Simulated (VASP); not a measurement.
Wanted: the native input for a VASP 6.6.1 run.

| Quantity | Value |
| --- | --- |
| Task | single point |
| Functional | r2SCAN |
| Potentials or basis | VASP PAW PBE potentials, release 64 (C, Si) |
| Cutoff | 520 eV |
| k mesh | 20 × 20 × 20 |
| Occupations | gaussian, width 0.05 eV |
| Spin | no spin polarisation |
| Dipole correction | no |
| Further INCAR settings | ALGO = Normal; EDIFF = 1e-06; NBANDS = 11 |

Crystal: SiC.

```
C Si
1.0
     0.00000    1.83690    1.83690
     1.83690    0.00000    1.83690
     1.83690    1.83690    0.00000
C Si
1 1
Cartesian
  0.0000 0.0000 0.0000
  1.8369 1.8369 1.8369
```

This cell differs from its parent crystal: volume scaled by 0.760.

The input as run:

POSCAR

```
SiC
1.0
    0.0000000000      1.8368974669      1.8368974669
    1.8368974669      0.0000000000      1.8368974669
    1.8368974669      1.8368974669      0.0000000000
C Si
1 1
Direct
    0.0000000000      0.0000000000      0.0000000000
    0.5000000000      0.5000000000      0.5000000000
```

INCAR.step1

```
SYSTEM = SiC
PREC = Accurate
ENCUT = 520
ISMEAR = 0
SIGMA = 0.05
LREAL = .FALSE.
LASPH = .TRUE.
NELM = 100
NBANDS = 11
GGA = PE
ALGO = Normal
EDIFF = 1E-4
LWAVE = .TRUE.
LCHARG = .FALSE.
```

INCAR.step2

```
SYSTEM = SiC
PREC = Accurate
ENCUT = 520
EDIFF = 1E-6
ISMEAR = 0
SIGMA = 0.05
LREAL = .FALSE.
LASPH = .TRUE.
NELM = 100
ALGO = Normal
ISIF = 2
LWAVE = .FALSE.
LCHARG = .FALSE.
METAGGA = R2SCAN
LMIXTAU = .TRUE.
NBANDS = 11
ISTART = 1
```

KPOINTS

```
regular mesh
0
G
  20 20 20
  0 0 0
```

Potentials or basis: VASP PAW PBE potentials, release 64 (C, Si).

The run is started by

```console
$ cat potpaw_PBE.64/C/POTCAR potpaw_PBE.64/Si/POTCAR > POTCAR
$ cp INCAR.step1 INCAR
$ mpirun -np 1 vasp_std > vasp.out
$ cp INCAR.step2 INCAR
$ mpirun -np 1 vasp_std > vasp.out
```

It gave:

| Property | Result |
| --- | --- |
| Pressure | 134.4 GPa |
| Band gap on the k mesh | 1.42 eV, indirect (least direct gap 7.28 eV) |

Caveat: the PAW data sets were made with another functional, which shifts forces and pressure a little.

It took 3.2 min on 1 thread of Intel Xeon 8259CL (shared host), peak memory 0.15 GiB.
